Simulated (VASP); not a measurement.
# Al9H: single point with PBE

The system is Al9H, a slab with vacuum.

```
Al H
1.0
     5.70709    0.00000    0.00000
    -1.42677    9.70148    0.00000
     0.00000    0.00000   22.79037
Al H
18 2
Direct
  0.26622 0.06489 0.17551
  0.76622 0.06489 0.17551
  0.33548 0.34192 0.21920
  0.83548 0.34192 0.21920
  0.14933 0.59733 0.22794
  0.64933 0.59733 0.22794
  0.46318 0.85274 0.23668
  0.96318 0.85274 0.23668
  0.03198 0.12771 0.28083
  0.53198 0.12771 0.28083
  0.09979 0.40422 0.33011
  0.59979 0.40422 0.33011
  0.41440 0.65967 0.33698
  0.91440 0.65967 0.33698
  0.22631 0.91108 0.34493
  0.72631 0.91108 0.34493
  0.29624 0.18141 0.38571
  0.79624 0.18141 0.38571
  0.60626 0.39149 0.51734
  0.60626 0.45778 0.51734
```

* Program: VASP 6.6.1
* Task: single point
* Functional: PBE
* Potentials or basis: VASP PAW PBE potentials, release 64 (Al, H)
* Cutoff: 520 eV
* k mesh: 5 × 3 × 1
* Occupations: gaussian, width 0.1 eV
* Spin: no spin polarisation
* Dipole correction: yes
* Further INCAR settings: LREAL = Auto; ALGO = Normal; EDIFF = 1e-06; NBANDS = 44

```
Largest force          : 4.902 eV/Å
Band gap on the k mesh : zero (band 28 reaches -1.04 eV, above the bottom of band 29 at -1.78 eV)
```

Forces in eV/Å, atoms in the order of the input:
```
Al  -0.006  0.154  0.032
Al  -0.007  0.154  0.033
Al   0.007  0.035  0.063
Al   0.004  0.035  0.063
Al  -0.001 -0.074  0.031
Al  -0.002 -0.075  0.030
Al   0.002 -0.100 -0.120
Al   0.002 -0.099 -0.119
Al   0.000  0.008 -0.002
Al   0.000  0.008 -0.004
Al   0.004 -0.012  0.001
Al   0.003 -0.012 -0.001
Al  -0.004 -0.010 -0.003
Al  -0.005 -0.010 -0.003
Al  -0.002  0.001  0.001
Al  -0.003  0.001  0.001
Al   0.003 -0.006 -0.002
Al   0.002 -0.007 -0.002
H    0.712 -4.840 -0.002
H   -0.712  4.850  0.006
```

Levels at points of the mesh, in eV from the Fermi level:
```tsv
k point	band 25	band 26	band 27	band 28	band 29	band 30	band 31	band 32
(0.00, 0.00, 0.00)	-1.12	-1.08	-0.94	-0.62	-0.58	-0.27	0.11	0.91
```

Wall time 19 min on 1 thread of AMD EPYC 9R14 (Zen 4), on a shared host, peak memory 1.2 GiB.
